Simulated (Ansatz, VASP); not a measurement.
## Two plane-wave programs on ZrS

```
Zr S
1.0
     0.00000    2.62500    2.62500
     2.62500    0.00000    2.62500
     2.62500    2.62500    0.00000
Zr S
1 1
Direct
  0.00000 0.00000 0.00000
  0.50000 0.50000 0.50000
```

Alike in both runs: task single point; functional r2SCAN; k mesh 14 × 14 × 14; occupations fermi-dirac, width 0.05 eV; no spin polarisation.

|  | VASP | Ansatz |
| --- | --- | --- |
| version | VASP 6.6.1 | Ansatz 0.2.0 |
| potentials or method | VASP PAW PBE potentials, release 64 (Zr_sv, S), cutoff 520 eV | scalar-relativistic, plane waves, PAW |
| valence electrons in the cell | 18 | 18 |

|  | VASP | Ansatz | Ansatz less VASP |
| --- | --- | --- | --- |
| gap on the k mesh at the Fermi level (eV) | none | none | - |
| pressure (GPa) | -2.0 | -2.0 | 0.00 |

VASP's potentials were made for PBE, not for r2SCAN. A gap of «none» marks a metal or a gap that the smearing closes.
